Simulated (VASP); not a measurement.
# Zn (P6_3/mmc) in VASP: further runs

Zn is run at these levels: LDA; tasks: relaxation of cell and atoms.

Everything below comes from runs of VASP 6.6.1. Logs are shortened: lines on timing, memory, paths and dates and some standing lists are left out, and cuts for length are marked.

## Step 1: The cell of the first run

The structure is hexagonal, space group P6_3/mmc (No. 194). The conventional cell has a = 2.597 Å, b = 2.597 Å, c = 4.597 Å, α = 90.00°, β = 90.00°, γ = 120.00°. Zn (site symmetry -6m2) has 12 Zn at 2.60 to 2.74 Å within 3.4 Å.

## Step 2: Relaxation of cell and atoms, LDA, target pressure 1 GPa, at which the enthalpy is minimised

Contents of INCAR:

```
SYSTEM = Zn
PREC = Accurate
ENCUT = 600
EDIFF = 1E-6
ISMEAR = -1
SIGMA = 0.05
LREAL = .False.
LASPH = .True.
NELM = 80
ALGO = Normal
ISIF = 3
LWAVE = .False.
LCHARG = .False.
GGA = CA
IBRION = 2
NSW = 100
EDIFFG = -0.002
PSTRESS = 10.0
```

Contents of KPOINTS:

```
Automatic mesh
0
Gamma
  20 20 10
  0 0 0
```

Contents of POSCAR:

```
Zn
1.0
    2.5968162100      0.0000000000      0.0000000000
   -1.2984081050      2.2489088068      0.0000000000
    0.0000000000      0.0000000000      4.5974838388
Zn
2
Direct
    0.3333333333      0.6666666667      0.2500000000
    0.6666666667      0.3333333333      0.7500000000
```

Potentials or basis: VASP PAW LDA potentials, release 64 (Zn).

Command:

```bash
$ cat potpaw_LDA.64/Zn/POTCAR > POTCAR
$ mpirun -np 1 vasp_std > vasp.out
```

OUTCAR:

```text
SYSTEM = Zn
   PREC = Accurate
   ENCUT = 600
   EDIFF = 1E-6
   ISMEAR = -1
   LREAL = .False.
   LASPH = .True.
   NELM = 80
   ISIF = 3
   GGA = CA
   IBRION = 2
   NSW = 100
   EDIFFG = -0.002
   PSTRESS = 10.0

 ion  position               nearest neighbor table
   1  0.333  0.667  0.250-   2 2.74   2 2.74   2 2.74   2 2.74   2 2.74   2 2.74
   2  0.667  0.333  0.750-   1 2.74   1 2.74   1 2.74   1 2.74   1 2.74   1 2.74

  LATTYP: Found a hexagonal cell.
 ALAT       =     2.5968162100
 C/A-ratio  =     1.7704309689

  Lattice vectors:

 A1 = (   2.5968162100,   0.0000000000,   0.0000000000)
 A2 = (  -1.2984081050,   2.2489088068,   0.0000000000)
 A3 = (   0.0000000000,   0.0000000000,   4.5974838388)

Analysis of symmetry for initial positions (statically):
=====================================================================
 Subroutine PRICEL returns:
 Original cell was already a primitive cell.

 Routine SETGRP: Setting up the symmetry group for a
 hexagonal supercell.

 Subroutine GETGRP returns: Found 24 space group operations
 (whereof 12 operations were pure point group operations)
 out of a pool of 24 trial point group operations.

The static configuration has the point symmetry D_3d.
 The point group associated with its full space group is D_6h.

Analysis of symmetry for dynamics (positions and initial velocities):
=====================================================================
 Subroutine PRICEL returns:
 Original cell was already a primitive cell.

 Routine SETGRP: Setting up the symmetry group for a
 hexagonal supercell.

 Subroutine GETGRP returns: Found 24 space group operations
 (whereof 12 operations were pure point group operations)
 out of a pool of 24 trial point group operations.

The dynamic configuration has the point symmetry D_3d.
 The point group associated with its full space group is D_6h.

 Subroutine INISYM returns: Found 24 space group operations
 (whereof 12 operations are pure point group operations),
 and found     1 'primitive' translations

----------------------------------------------------------------------------------------

                                     Primitive cell

  volume of cell :      26.8493

  direct lattice vectors                    reciprocal lattice vectors
     2.596816210  0.000000000  0.000000000     0.385086937  0.222330047  0.000000000
    -1.298408105  2.248908807  0.000000000     0.000000000  0.444660093  0.000000000
     0.000000000  0.000000000  4.597483839     0.000000000  0.000000000  0.217510281

  length of vectors
     2.596816210  2.596816210  4.597483839     0.444660093  0.444660093  0.217510281

  position of ions in fractional coordinates (direct lattice)
     0.333333333  0.666666667  0.250000000
     0.666666667  0.333333333  0.750000000

  ion indices of the primitive-cell ions
   primitive index   ion index
                 1           1
                 2           2

----------------------------------------------------------------------------------------

 KPOINTS: Automatic mesh

Automatic generation of k-mesh.
 Grid dimensions read from file:
 generate k-points for:   20   20   10

 Generating k-lattice:

  Cartesian coordinates                     Fractional coordinates (reciprocal lattice)
     0.019254347  0.011116502  0.000000000     0.050000000 -0.000000000  0.000000000
     0.000000000  0.022233005  0.000000000     0.000000000  0.050000000  0.000000000
     0.000000000  0.000000000  0.021751028     0.000000000  0.000000000  0.100000000

  Length of vectors
     0.022233005  0.022233005  0.021751028

  Shift w.r.t. Gamma in fractional coordinates (k-lattice)
     0.000000000  0.000000000  0.000000000

 Subroutine IBZKPT returns following result:
 ===========================================

 Found    264 irreducible k-points:

 Following reciprocal coordinates:
            Coordinates               Weight
  0.000000  0.000000  0.000000      1.000000
  0.050000  0.000000  0.000000      6.000000
  0.100000  0.000000  0.000000      6.000000
  0.150000  0.000000  0.000000      6.000000
  0.200000  0.000000  0.000000      6.000000
  0.250000  0.000000  0.000000      6.000000
[... 16 lines left out ...]
  0.200000  0.100000  0.000000     12.000000
  0.250000  0.100000  0.000000     12.000000
 [... further k-points ...]
   k-points           NKPTS =    264   k-points in BZ     NKDIM =    264   number of bands    NBANDS=     16
   number of dos      NEDOS =    301   number of ions     NIONS =      2
   total plane-waves  NPLWV =  23040
   dimension x,y,z NGX =    24 NGY =   24 NGZ =   40
   dimension x,y,z NGXF=    48 NGYF=   48 NGZF=   80
   ions per type =               2
   NGX,Y,Z   is equivalent  to a cutoff of  15.36, 15.36, 14.46 a.u.
   NGXF,Y,Z  is equivalent  to a cutoff of  30.73, 30.73, 28.93 a.u.
 SYSTEM =  Zn
   PREC   = accura    normal or accurate (medium, high low for compatibility)
   ISTART =      0    job   : 0-new  1-cont  2-samecut
   ICHARG =      2    charge: 1-file 2-atom 10-const
   ISPIN  =      1    spin polarized calculation?
   LNONCOLLINEAR =      F non collinear calculations
   LSORBIT =      F    spin-orbit coupling
   LASPH  =      T    aspherical Exc in radial PAW
   ENCUT  =  600.0 eV  44.10 Ry    6.64 a.u.   5.19  5.19  9.18*2*pi/ulx,y,z
   NELM   =     80;   NELMIN=  2; NELMDL= -5     # of ELM steps
   EDIFF  = 0.1E-05   stopping-criterion for ELM
   LREAL  =      F    real-space projection
   EDIFFG = -.2E-02   stopping-criterion for IOM
   NSW    =    100    number of steps for IOM
   IBRION =      2    ionic relax: 0-MD 1-quasi-New 2-CG
   NFREE  =      1    steps in history (QN), initial steepest desc. (CG)
   ISIF   =      3    stress and relaxation
   ISYM   =      2    0-nonsym 1-usesym 2-fastsym
   POTIM  = 0.5000    time-step for ionic-motion
   TEBEG  =    0.0;   TEEND  =   0.0 temperature during run
   PSTRESS=   10.0 pullay stress
   NELECT =      24.0000    total number of electrons
   NUPDOWN=      -1.0000    fix difference up-down
   EMIN   =  10.00;   EMAX   =-10.00  energy-range for DOS
   EFERMI =   0.00;   METHOD = LEGACY
   ISMEAR =    -1;   SIGMA  =   0.05  broadening in eV -4-tet -1-fermi 0-gaus
   EFERMI_NEDOS =   21; number of points for ismear=-14 and -15
   IALGO  =     38    algorithm
   IMIX   =      4    mixing-type and parameters
     AMIX     =   0.40;   BMIX     =  1.00
     AMIX_MAG =   1.60;   BMIX_MAG =  1.00
  volume/ion in A,a.u.               =      13.42        90.59
  Fermi-wavevector in a.u.,A,eV,Ry     =   1.577009  2.980115 33.837107  2.486957
  Thomas-Fermi vector in A             =   2.677756
   LORBIT       =      0    0 simple, 1 ext, 2 COOP (PROOUT), +10 PAW based schemes
   GGA     = CA    functional components
   LHFCALC =     F    Hartree Fock is set to
   AEXX    =    0.0000 exact exchange contribution
   IVDW    =     0    specifies the selected vdW correction
   LEPSILON=     F    determine dielectric tensor
   LRPA    =     F    only Hartree local field effects (RPA)
 conjugate gradient relaxation of ions
 non-spin polarized calculation
  energy-cutoff  :      600.00
  volume of cell :       26.85
 maximum number of plane-waves:       910
 NGX is ok and might be reduce to    24
   NGX = 11   NGY = 11   NGZ = 19

--------------------------------------- Ionic step        1  -------------------------------------------

 number of electron      24.0000012 magnetization

 Free energy of the ion-electron system (eV)
  ---------------------------------------------------
  ext. energy  EPLUGINS =         0.00000000
  ---------------------------------------------------
  free energy    TOTEN  =        -3.75274174 eV

  energy without entropy =       -3.74989077  energy(sigma->0) =       -3.75131626

------------------------ aborting loop because EDIFF is reached ----------------------------------------

  FORCE on cell =-STRESS in cart. coord.  units (eV):
  Direction    XX          YY          ZZ          XY          YZ          ZX
  --------------------------------------------------------------------------------------
  -------------------------------------------------------------------------------------
  Total        0.1190302      0.1190302      0.0761443      0.0000000     -0.0000000      0.0000000
  in kB        7.1028784      7.1028784      4.5437559      0.0000000     -0.0000000      0.0000000
  external PRESSURE =      -3.7501625 kB  Pullay stress =      10.0000000 kB
[... 213 lines left out ...]
  enthalpy is  TOTEN    =        -3.5853509678 eV   P V=        0.1670408577

--------------------------------------- Ionic step        7  -------------------------------------------

 number of electron      24.0000010 magnetization

 Free energy of the ion-electron system (eV)
  ---------------------------------------------------
  ext. energy  EPLUGINS =         0.00000000
  ---------------------------------------------------
  free energy    TOTEN  =        -3.75227550 eV

  energy without entropy =       -3.74944337  energy(sigma->0) =       -3.75085943

 E-fermi :   3.9097     XC(G=0): -12.5968

 val. band max:        3.8763327874   @ k =   0.3000   0.1500   0.1000
 cond. band min:       3.9207860039   @ k =   0.2000   0.0500   0.1000
 fundamental gap:      0.0444532165
 Fermi energy:         3.9096560419

 k-point     1 :       0.0000    0.0000    0.0000
  band No.  band energies     occupation
      1      -7.5998      2.00000
      2      -5.3312      2.00000
      3      -4.4337      2.00000
      4      -4.2316      2.00000
      5      -4.2316      2.00000
      6      -4.1493      2.00000
[... 8 lines left out ...]
     15      21.7557      0.00000
     16      21.7557      0.00000
[... 420 lines left out ...]
  band No.  band energies     occupation
      1      -5.1976      2.00000
      2      -4.8431      2.00000
      3      -4.5977      2.00000
      4      -4.3348      2.00000
      5      -4.2508      2.00000
      6      -4.1616      2.00000
[... 8 lines left out ...]
     15      12.8709      0.00000
     16      15.6027      0.00000

 [... further k-points ...]

------------------------ aborting loop because EDIFF is reached ----------------------------------------

  FORCE on cell =-STRESS in cart. coord.  units (eV):
  Direction    XX          YY          ZZ          XY          YZ          ZX
  --------------------------------------------------------------------------------------
  -------------------------------------------------------------------------------------
  Total        0.1654406      0.1654406      0.1689850      0.0000000      0.0000000      0.0000000
  in kB        9.9121122      9.9121122     10.1244740      0.0000000      0.0000000      0.0000000
  external PRESSURE =      -0.0171006 kB  Pullay stress =      10.0000000 kB
[... 17 lines left out ...]
  FREE ENERGIE OF THE ION-ELECTRON SYSTEM (eV)
  ---------------------------------------------------
  free  energy   TOTEN  =        -3.7522755025 eV

  energy  without entropy=       -3.7494433665  energy(sigma->0) =       -3.75085943

  enthalpy is  TOTEN    =        -3.5853680354 eV   P V=        0.1669074670

 reached required accuracy - stopping structural energy minimisation
```

Run time: 2.3 min. Hardware: 1 thread of Intel Xeon 6975P-C (Granite Rapids), shared host; peak memory 0.24 GiB.

Results:

- Free energy: -3.7523 eV
- Relaxed volume: 13.37 Å³/atom
- Relaxed cell: a = 2.598 Å, b = 2.598 Å, c = 4.576 Å, α = 90.00°, β = 90.00°, γ = 120.00°
- Space group after relaxing (to 0.1 Å): P6_3/mmc (No. 194)
- Energy change on relaxing (the run minimises the enthalpy): +0.2 meV/atom
- Ionic steps: 7
- Pressure after relaxing: 1.0 GPa
- Band gap on the k mesh: zero (bands 12 and 13 overlap by 4.06 eV)

Step by step:
```tsv
step	energy change (eV)	largest force (eV/Å)	pressure (GPa)	volume (Å³)
1	0.0000	0.0000	0.62	26.85
2	0.0006	0.0000	1.13	26.73
3	0.0005	0.0000	1.06	26.74
4	0.0005	0.0000	1.15	26.74
5	0.0005	0.0000	1.21	26.73
6	0.0003	0.0000	0.77	26.76
7	0.0005	0.0000	1.00	26.74
```

Final structure:
```
Zn
1.0
     2.59761    0.00000    0.00000
    -1.29881    2.24960    0.00000
     0.00000    0.00000    4.57622
Zn
2
Direct
  0.33333 0.66667 0.25000
  0.66667 0.33333 0.75000
```

Caveat: the cell is relaxed towards a set pressure, so the run minimises the enthalpy, not the energy. Zero-point motion and thermal expansion aren't in these numbers.

## Step 3: Relaxation of cell and atoms, LDA, target pressure 2 GPa, at which the enthalpy is minimised

Contents of INCAR:

```
ALGO     = Normal         # electronic algorithm
EDIFF    = 1E-7           # SCF threshold, eV
EDIFFG   = -0.002         # ionic threshold
ENCUT    = 600            # plane-wave cutoff, eV
IBRION   = 2              # ionic algorithm
ISIF     = 3              # what is computed and relaxed
ISMEAR   = -1             # smearing method
LASPH    = True           # aspherical terms in the spheres
LCHARG   = False          # write CHGCAR
LREAL    = False          # projectors in reciprocal space
LWAVE    = False          # write WAVECAR
NELM     = 80             # most SCF steps
NSW      = 100            # ionic steps
PREC     = Accurate       # precision mode
PSTRESS  = 20.0         
SIGMA    = 0.05           # smearing width, eV
```

Contents of KPOINTS:

```
k-points
0
Gamma
  20 20 10
```

POSCAR is that of step 2.

Potentials or basis: VASP PAW LDA potentials, release 64 (Zn).

Command:

```bash
$ cat potpaw_LDA.64/Zn/POTCAR > POTCAR
$ mpirun -np 1 vasp_std > vasp.out
```

Wall time 2.1 min (1 thread of Intel Xeon 6975P-C (Granite Rapids), shared host); peak memory 0.24 GiB.

The run converged. Its results:

| Item | Value |
| --- | --- |
| Free energy | -3.7499 eV |
| Relaxed volume | 13.24 Å³/atom |
| Relaxed cell | a = 2.592 Å, b = 2.592 Å, c = 4.553 Å, α = 90.00°, β = 90.00°, γ = 120.00° |
| Space group after relaxing (to 0.1 Å) | P6_3/mmc (No. 194) |
| Energy change on relaxing (the run minimises the enthalpy) | +1.4 meV/atom |
| Ionic steps | 5 |
| Pressure after relaxing | 2.0 GPa |
| Band gap on the k mesh | zero (bands 12 and 13 overlap by 4.03 eV) |

Step by step:
| step | energy change (eV) | largest force (eV/Å) | pressure (GPa) | volume (Å³) |
| --- | --- | --- | --- | --- |
| 1 | 0.0000 | 0.0000 | 0.63 | 26.85 |
| 2 | 0.0042 | 0.0000 | 2.49 | 26.41 |
| 3 | 0.0027 | 0.0000 | 2.03 | 26.51 |
| 4 | 0.0027 | 0.0000 | 2.02 | 26.50 |
| 5 | 0.0029 | 0.0000 | 2.01 | 26.48 |

Final structure:
```cif
data_structure
_symmetry_space_group_name_H-M 'P 1'
_symmetry_Int_Tables_number 1
_cell_length_a 2.5916
_cell_length_b 2.5916
_cell_length_c 4.5528
_cell_angle_alpha 90.000
_cell_angle_beta 90.000
_cell_angle_gamma 120.000
_cell_volume 26.48
loop_
_atom_site_label
_atom_site_type_symbol
_atom_site_fract_x
_atom_site_fract_y
_atom_site_fract_z
_atom_site_occupancy
Zn1 Zn 0.33333 0.66667 0.25000 1
Zn2 Zn 0.66667 0.33333 0.75000 1
```

Levels at points of the mesh, in eV from the Fermi level:
```
           k point  band 9  band 10  band 11  band 12  band 13  band 14  band 15  band 16
(0.00, 0.00, 0.00)   -7.78    -7.43    -7.43    -4.08    -2.31    16.92    17.91    17.91
(0.50, 0.00, 0.00)   -7.28    -7.24    -3.52    -2.59     3.29     3.67     5.20     6.21
(0.00, 0.00, 0.50)   -7.56    -7.56    -7.56    -7.56     6.19     6.19    19.50    19.50
(0.50, 0.00, 0.50)   -7.26    -7.26    -2.44    -2.44     0.16     0.16    11.83    11.83
```

Caveat: the cell is relaxed towards a set pressure, so the run minimises the enthalpy, not the energy. LDA usually gives volumes a few per cent too small.

## Step 4: Relaxation of cell and atoms, LDA, target pressure 4 GPa, at which the enthalpy is minimised

Contents of INCAR:

```
ALGO = Normal
EDIFF = 1E-7
EDIFFG = -0.002
ENCUT = 600
IBRION = 2
ISIF = 3
ISMEAR = -1
LASPH = True
LCHARG = False
LREAL = False
LWAVE = False
NELM = 60
NSW = 100
PREC = Accurate
PSTRESS = 40.0
SIGMA = 0.05
```

KPOINTS is that of step 3.

POSCAR is that of step 3.

Command:

```bash
$ cat potpaw_LDA.64/Zn/POTCAR > POTCAR
$ mpirun -np 1 vasp_std > vasp.out
```

It took 2.2 min on 1 thread of Intel Xeon 6975P-C (Granite Rapids), shared host; peak memory 0.24 GiB.

Results (log left out):

* Free energy: -3.7413 eV
* Relaxed volume: 13.01 Å³/atom
* Relaxed cell: a = 2.581 Å, b = 2.581 Å, c = 4.510 Å, α = 90.00°, β = 90.00°, γ = 120.00°
* Space group after relaxing (to 0.1 Å): P6_3/mmc (No. 194)
* Energy change on relaxing (the run minimises the enthalpy): +5.7 meV/atom
* Ionic steps: 5
* Pressure after relaxing: 4.0 GPa
* Band gap on the k mesh: zero (bands 12 and 13 overlap by 3.96 eV)

Step by step:
| step | energy change (eV) | largest force (eV/Å) | pressure (GPa) | volume (Å³) |
| --- | --- | --- | --- | --- |
| 1 | 0.0000 | 0.0000 | 0.63 | 26.85 |
| 2 | 0.0202 | 0.0000 | 5.60 | 25.77 |
| 3 | 0.0108 | 0.0000 | 4.02 | 26.08 |
| 4 | 0.0109 | 0.0000 | 4.01 | 26.06 |
| 5 | 0.0115 | 0.0000 | 4.01 | 26.02 |

Final structure:
```
Zn
1.0
     2.58123    0.00000    0.00000
    -1.29061    2.23541    0.00000
     0.00000    0.00000    4.51007
Zn
2
Cartesian
  0.0000 1.4903 1.1275
  1.2906 0.7451 3.3825
```

Levels at points of the mesh, in eV from the Fermi level:
```csv
k point,band 9,band 10,band 11,band 12,band 13,band 14,band 15,band 16
"(0.00, 0.00, 0.00)",-7.85,-7.49,-7.49,-4.16,-2.23,17.31,18.00,18.00
"(0.50, 0.00, 0.00)",-7.33,-7.29,-3.62,-2.65,3.36,3.68,5.34,6.25
"(0.00, 0.00, 0.50)",-7.62,-7.62,-7.62,-7.62,6.37,6.37,19.63,19.63
"(0.50, 0.00, 0.50)",-7.31,-7.31,-2.53,-2.53,0.17,0.17,12.04,12.04
```

Caveat: the cell is relaxed towards a set pressure, so the run minimises the enthalpy, not the energy.

## Step 5: Overview

```tsv
cell	gap on the mesh (eV)	pressure (GPa)
relaxed to 1 GPa	none	1.0
relaxed to 2 GPa	none	2.0
relaxed to 4 GPa	none	4.0
```

Alike in all rows: task relaxation of cell and atoms; level LDA; potentials or basis VASP PAW LDA potentials, release 64 (Zn); no spin polarisation; k mesh 20 × 20 × 10; cutoff (eV) 600; smearing fermi-dirac 0.05 eV.

Caveats: the cell is relaxed towards a set pressure, so the run minimises the enthalpy, not the energy.

Absolute energies hang on the potentials; compare differences alone.
